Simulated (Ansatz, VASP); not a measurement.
**InAs in VASP and in Ansatz**

File POSCAR:

```
InAs
1.0
    0.0000000000      2.8773040000      2.8773040000
    2.8773040000      0.0000000000      2.8773040000
    2.8773040000      2.8773040000      0.0000000000
In As
1 1
Direct
    0.5000000000      0.5000000000      0.5000000000
    0.0000000000      0.0000000000      0.0000000000
```

Contents of INCAR.step1:

```
SYSTEM = InAs
ALGO = Normal ; EDIFF = 1E-4
ENCUT = 520 ; GGA = PE
ISMEAR = 0 ; LASPH = .TRUE.
LCHARG = .FALSE. ; LREAL = .FALSE.
LWAVE = .TRUE. ; NBANDS = 16
NELM = 80 ; PREC = Accurate
SIGMA = 0.15
```

The input INCAR.step2:

```
SYSTEM = InAs
ALGO = Normal ; EDIFF = 1E-6
ENCUT = 520 ; ISIF = 2
ISMEAR = 0 ; ISTART = 1
LASPH = .TRUE. ; LCHARG = .FALSE.
LMIXTAU = .TRUE. ; LREAL = .FALSE.
LWAVE = .FALSE. ; METAGGA = R2SCAN
NBANDS = 16 ; NELM = 80
PREC = Accurate ; SIGMA = 0.15
```

Contents of KPOINTS:

```
k-points
0
G
  16 16 16
  0 0 0
```

Input for Ansatz:

```yaml
crystal:
  lattice:
    - [0.0, 2.877304, 2.877304]
    - [2.877304, 0.0, 2.877304]
    - [2.877304, 2.877304, 0.0]
  atoms:
    - { symbol: In, position: [0.5, 0.5, 0.5] }
    - { symbol: As, position: [0.0, 0.0, 0.0] }
basis:
  ecutwfc: 500
kpoints:
  mp_grid: { grid: [16, 16, 16] }
hamiltonian:
  xc: r2scan
scf:
  occupations: { method: gaussian, width: 0.15 }
output:
  forces: true
  stress: true
  eigenvalues: true
```

Alike in both runs: task single point; functional r2SCAN; k mesh 16 × 16 × 16; occupations gaussian, width 0.15 eV; no spin polarisation.

|  | VASP | Ansatz |
| --- | --- | --- |
| version | VASP 6.6.1 | Ansatz 0.2.0 |
| potentials or method | VASP PAW PBE potentials, release 64 (In_d, As), cutoff 520 eV | scalar-relativistic, plane waves, PAW |
| valence electrons in the cell | 18 | 28 |

```csv
,VASP,Ansatz,Ansatz less VASP
gap on the k mesh at the Fermi level (eV),none,none,-
pressure (GPa),-2.3,-2.4,-0.07
```

VASP's potentials were made for PBE, not for r2SCAN. A gap of «none» marks a metal or a gap that the smearing closes. VASP's potentials hold 18 valence electrons a cell and Ansatz's 28, so a difference there can come from the potentials and not from the codes.
